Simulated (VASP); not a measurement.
# CdSe (Fm-3m) in VASP: settings compared, part 2 of 3

VASP 6.6.1. The steps go on from the part before.

**3. Single point, PBEsol**

This run uses another cell than the first one, of 23.74 Å³/atom, 1.020 times its volume.

The input, INCAR:

```
SYSTEM = CdSe
PREC = Accurate
ENCUT = 520
EDIFF = 1E-6
ISMEAR = -1
SIGMA = 0.05
LREAL = .False.
LASPH = .True.
NELM = 60
ALGO = Normal
ISIF = 2
LWAVE = .False.
LCHARG = .False.
GGA = PS
NBANDS = 16
```

The input, KPOINTS:

```
Automatic mesh
0
Gamma
  8 8 8
  0 0 0
```

The input, POSCAR:

```
CdSe
1.0
    0.0000000000      2.8739580000      2.8739580000
    2.8739580000      0.0000000000      2.8739580000
    2.8739580000      2.8739580000      0.0000000000
Cd Se
1 1
Direct
    0.0000000000      0.0000000000      0.0000000000
    0.5000000000      0.5000000000      0.5000000000
```

Potentials or basis: VASP PAW PBE potentials, release 64 (Cd, Se).

On the command line:

```console
$ cat potpaw_PBE.64/Cd/POTCAR potpaw_PBE.64/Se/POTCAR > POTCAR
$ mpirun -np 1 vasp_std > vasp.out
```

OUTCAR:

```text
SYSTEM = CdSe
   PREC = Accurate
   ENCUT = 520
   EDIFF = 1E-6
   ISMEAR = -1
   LREAL = .False.
   LASPH = .True.
   NELM = 60
   ISIF = 2
   GGA = PS

 ion  position               nearest neighbor table
   1  0.000  0.000  0.000-   2 2.87   2 2.87   2 2.87   2 2.87   2 2.87   2 2.87
   2  0.500  0.500  0.500-   1 2.87   1 2.87   1 2.87   1 2.87   1 2.87   1 2.87

  LATTYP: Found a face centered cubic cell.
 ALAT       =     5.7479160000

  Lattice vectors:

 A1 = (   0.0000000000,   2.8739580000,   2.8739580000)
 A2 = (   2.8739580000,   0.0000000000,   2.8739580000)
 A3 = (   2.8739580000,   2.8739580000,   0.0000000000)

Analysis of symmetry for initial positions (statically):
=====================================================================
 Subroutine PRICEL returns:
 Original cell was already a primitive cell.

 Routine SETGRP: Setting up the symmetry group for a
 face centered cubic supercell.

 Subroutine GETGRP returns: Found 48 space group operations
 (whereof 48 operations were pure point group operations)
 out of a pool of 48 trial point group operations.

The static configuration has the point symmetry O_h .

Analysis of symmetry for dynamics (positions and initial velocities):
=====================================================================
 Subroutine PRICEL returns:
 Original cell was already a primitive cell.

 Routine SETGRP: Setting up the symmetry group for a
 face centered cubic supercell.

 Subroutine GETGRP returns: Found 48 space group operations
 (whereof 48 operations were pure point group operations)
 out of a pool of 48 trial point group operations.

The dynamic configuration has the point symmetry O_h .

 Subroutine INISYM returns: Found 48 space group operations
 (whereof 48 operations are pure point group operations),
 and found     1 'primitive' translations

----------------------------------------------------------------------------------------

                                     Primitive cell

  volume of cell :      47.4757

  direct lattice vectors                    reciprocal lattice vectors
     0.000000000  2.873958000  2.873958000    -0.173976098  0.173976098  0.173976098
     2.873958000  0.000000000  2.873958000     0.173976098 -0.173976098  0.173976098
     2.873958000  2.873958000  0.000000000     0.173976098  0.173976098 -0.173976098

  length of vectors
     4.064390381  4.064390381  4.064390381     0.301335442  0.301335442  0.301335442

  position of ions in fractional coordinates (direct lattice)
     0.000000000  0.000000000  0.000000000
     0.500000000  0.500000000  0.500000000

  ion indices of the primitive-cell ions
   primitive index   ion index
                 1           1
                 2           2

----------------------------------------------------------------------------------------

 KPOINTS: Automatic mesh

Automatic generation of k-mesh.
 Grid dimensions read from file:
 generate k-points for:    8    8    8

 Generating k-lattice:

  Cartesian coordinates                     Fractional coordinates (reciprocal lattice)
    -0.021747012  0.021747012  0.021747012     0.125000000  0.000000000  0.000000000
     0.021747012 -0.021747012  0.021747012     0.000000000  0.125000000  0.000000000
     0.021747012  0.021747012 -0.021747012     0.000000000  0.000000000  0.125000000

  Length of vectors
     0.037666930  0.037666930  0.037666930

  Shift w.r.t. Gamma in fractional coordinates (k-lattice)
     0.000000000  0.000000000  0.000000000

 Subroutine IBZKPT returns following result:
 ===========================================

 Found     29 irreducible k-points:

 Following reciprocal coordinates:
            Coordinates               Weight
  0.000000  0.000000  0.000000      1.000000
  0.125000  0.000000  0.000000      8.000000
  0.250000  0.000000  0.000000      8.000000
  0.375000  0.000000  0.000000      8.000000
  0.500000  0.000000  0.000000      4.000000
  0.125000  0.125000  0.000000      6.000000
[... 16 lines left out ...]
  0.500000  0.250000  0.125000     48.000000
 -0.375000  0.250000  0.125000     24.000000
 [... further k-points ...]
   k-points           NKPTS =     29   k-points in BZ     NKDIM =     29   number of bands    NBANDS=     16
   number of dos      NEDOS =    301   number of ions     NIONS =      2
   total plane-waves  NPLWV =  27000
   dimension x,y,z NGX =    30 NGY =   30 NGZ =   30
   dimension x,y,z NGXF=    60 NGYF=   60 NGZF=   60
   ions per type =               1   1
   NGX,Y,Z   is equivalent  to a cutoff of  12.27, 12.27, 12.27 a.u.
   NGXF,Y,Z  is equivalent  to a cutoff of  24.54, 24.54, 24.54 a.u.
 SYSTEM =  CdSe
   PREC   = accura    normal or accurate (medium, high low for compatibility)
   ISTART =      0    job   : 0-new  1-cont  2-samecut
   ICHARG =      2    charge: 1-file 2-atom 10-const
   ISPIN  =      1    spin polarized calculation?
   LNONCOLLINEAR =      F non collinear calculations
   LSORBIT =      F    spin-orbit coupling
   LASPH  =      T    aspherical Exc in radial PAW
   ENCUT  =  520.0 eV  38.22 Ry    6.18 a.u.   7.56  7.56  7.56*2*pi/ulx,y,z
   NELM   =     60;   NELMIN=  2; NELMDL= -5     # of ELM steps
   EDIFF  = 0.1E-05   stopping-criterion for ELM
   LREAL  =      F    real-space projection
   EDIFFG = 0.1E-04   stopping-criterion for IOM
   NSW    =      0    number of steps for IOM
   IBRION =     -1    ionic relax: 0-MD 1-quasi-New 2-CG
   NFREE  =      0    steps in history (QN), initial steepest desc. (CG)
   ISIF   =      2    stress and relaxation
   ISYM   =      2    0-nonsym 1-usesym 2-fastsym
   POTIM  = 0.5000    time-step for ionic-motion
   TEBEG  =    0.0;   TEEND  =   0.0 temperature during run
   PSTRESS=    0.0 pullay stress
   NELECT =      18.0000    total number of electrons
   NUPDOWN=      -1.0000    fix difference up-down
   EMIN   =  10.00;   EMAX   =-10.00  energy-range for DOS
   EFERMI =   0.00;   METHOD = LEGACY
   ISMEAR =    -1;   SIGMA  =   0.05  broadening in eV -4-tet -1-fermi 0-gaus
   EFERMI_NEDOS =   21; number of points for ismear=-14 and -15
   IALGO  =     38    algorithm
   IMIX   =      4    mixing-type and parameters
     AMIX     =   0.40;   BMIX     =  1.00
     AMIX_MAG =   1.60;   BMIX_MAG =  1.00
  volume/ion in A,a.u.               =      23.74       160.19
  Fermi-wavevector in a.u.,A,eV,Ry     =   1.184882  2.239103 19.101849  1.403946
  Thomas-Fermi vector in A             =   2.321088
   LORBIT       =      0    0 simple, 1 ext, 2 COOP (PROOUT), +10 PAW based schemes
   GGA     = PS    functional components
   LHFCALC =     F    Hartree Fock is set to
   AEXX    =    0.0000 exact exchange contribution
   IVDW    =     0    specifies the selected vdW correction
   LEPSILON=     F    determine dielectric tensor
   LRPA    =     F    only Hartree local field effects (RPA)
 non-spin polarized calculation
  energy-cutoff  :      520.00
  volume of cell :       47.48
 maximum number of plane-waves:      1303
   NGX = 15   NGY = 15   NGZ = 15

 number of electron      18.0000008 magnetization

 Free energy of the ion-electron system (eV)
  ---------------------------------------------------
  ext. energy  EPLUGINS =         0.00000000
  ---------------------------------------------------
  free energy    TOTEN  =        -5.96153476 eV

  energy without entropy =       -5.95849917  energy(sigma->0) =       -5.96001696

 E-fermi :   2.2204     XC(G=0): -10.1887

 val. band max:        2.1215399295   @ k =  -0.2500   0.1250   0.0000
 cond. band min:       2.4147734281   @ k =   0.3750   0.3750   0.0000
 fundamental gap:      0.2932334985
 Fermi energy:         2.2204261265

 k-point     1 :       0.0000    0.0000    0.0000
  band No.  band energies     occupation
      1     -10.7808      2.00000
      2      -5.7470      2.00000
      3      -5.7470      2.00000
      4      -5.7291      2.00000
      5      -5.7291      2.00000
      6      -5.7291      2.00000
[... 8 lines left out ...]
     15      11.7942      0.00000
     16      11.7942      0.00000
[... 419 lines left out ...]
 k-point    24 :      -0.3750    0.2500    0.1250
  band No.  band energies     occupation
      1      -9.8733      2.00000
      2      -5.9067      2.00000
      3      -5.7840      2.00000
      4      -5.7635      2.00000
      5      -5.5791      2.00000
      6      -5.5226      2.00000
[... 8 lines left out ...]
     15      13.1607      0.00000
     16      15.9803      0.00000

 [... further k-points ...]

------------------------ aborting loop because EDIFF is reached ----------------------------------------

  FORCE on cell =-STRESS in cart. coord.  units (eV):
  Direction    XX          YY          ZZ          XY          YZ          ZX
  --------------------------------------------------------------------------------------
  -------------------------------------------------------------------------------------
  Total       -1.0347658     -1.0347658     -1.0347658     -0.0000000      0.0000000      0.0000000
  in kB      -34.9205764    -34.9205764    -34.9205764     -0.0000000      0.0000000      0.0000000
  external PRESSURE =     -34.9205764 kB  Pullay stress =       0.0000000 kB

 VOLUME and BASIS-vectors are now :
 -----------------------------------------------------------------------------
  energy-cutoff  :      520.00
  volume of cell :       47.48
      direct lattice vectors                 reciprocal lattice vectors
     0.000000000  2.873958000  2.873958000    -0.173976098  0.173976098  0.173976098
     2.873958000  0.000000000  2.873958000     0.173976098 -0.173976098  0.173976098
     2.873958000  2.873958000  0.000000000     0.173976098  0.173976098 -0.173976098

 POSITION                                       TOTAL-FORCE (eV/Angst)
 -----------------------------------------------------------------------------------
      0.00000      0.00000      0.00000         0.000000     -0.000000      0.000000
      2.87396      2.87396      2.87396         0.000000      0.000000     -0.000000
 -----------------------------------------------------------------------------------
    total drift:                               -0.000000      0.000000      0.000000

  FREE ENERGIE OF THE ION-ELECTRON SYSTEM (eV)
  ---------------------------------------------------
  free  energy   TOTEN  =        -5.9615347645 eV

  energy  without entropy=       -5.9584991652  energy(sigma->0) =       -5.96001696
```

stdout:

```text
POSCAR found type information on POSCAR CdSe
 POSCAR found :  2 types and       2 ions
 scaLAPACK will be used
 -----------------------------------------------------------------------------
|                                                                             |
|                                                                             |
|     You enforced a specific xc type in the INCAR file but a different       |
|     I HOPE YOU KNOW WHAT YOU ARE DOING!                                     |
|                                                                             |
 -----------------------------------------------------------------------------

 LDA part: xc-table for (Slater+PW92), standard interpolation
 POSCAR, INCAR and KPOINTS ok, starting setup
 FFT: planning ... GRIDC
 FFT: planning ... GRID_SOFT
 FFT: planning ... GRID
 WAVECAR not read
 entering main loop
```

Run time: 8.8 s. Hardware: 1 thread of Intel Xeon 6975P-C (Granite Rapids), shared host; peak memory 0.17 GiB.

What came out:

| Property | Result |
| --- | --- |
| Free energy | -5.9615 eV |
| Pressure | -3.5 GPa |
| Band gap on the k mesh | zero (band 9 reaches 2.12 eV, above the bottom of band 10 at 1.59 eV) |

Levels at points of the mesh, in eV from the Fermi level:
| k point | band 7 | band 8 | band 9 | band 10 | band 11 | band 12 |
| --- | --- | --- | --- | --- | --- | --- |
| (0.00, 0.00, 0.00) | -0.70 | -0.70 | -0.70 | -0.12 | 8.49 | 8.49 |
| (0.50, 0.00, 0.00) | -5.06 | -0.13 | -0.13 | 2.80 | 5.09 | 5.09 |
| (0.50, 0.50, 0.00) | -4.22 | -2.16 | -2.16 | -0.63 | 5.27 | 9.51 |

Caveat: the PAW data sets were made with another functional, which shifts forces and pressure a little.

(Part 2 of 3 ends here.)
